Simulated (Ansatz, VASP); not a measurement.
# Ba in VASP and in Ansatz

```
Ba
1.0
     4.46916    0.00000    0.00000
    -2.23458    3.87041    0.00000
     0.00000    0.00000   14.58492
Ba
4
Direct
  0.00000 0.00000 0.00000
  0.00000 0.00000 0.50000
  0.33333 0.66667 0.25000
  0.66667 0.33333 0.75000
```

Alike in both runs: task single point; functional PBEsol; k mesh 10 × 10 × 3; occupations fermi-dirac, width 0.1 eV; no spin polarisation.

```csv
,VASP,Ansatz
version,VASP 6.6.1,Ansatz 0.2.0
potentials or method,"VASP PAW PBE potentials, release 64 (Ba_sv), cutoff 520 eV","plane waves (420 eV) with PAW, scalar-relativistic"
valence electrons in the cell,40,40
```

|  | VASP | Ansatz | Ansatz less VASP |
| --- | --- | --- | --- |
| pressure (GPa) | -0.5 | -0.6 | -0.05 |

VASP's potentials were made for PBE, not for PBEsol, and Ansatz warns of the same on its side.

Spin-orbit coupling is off throughout.
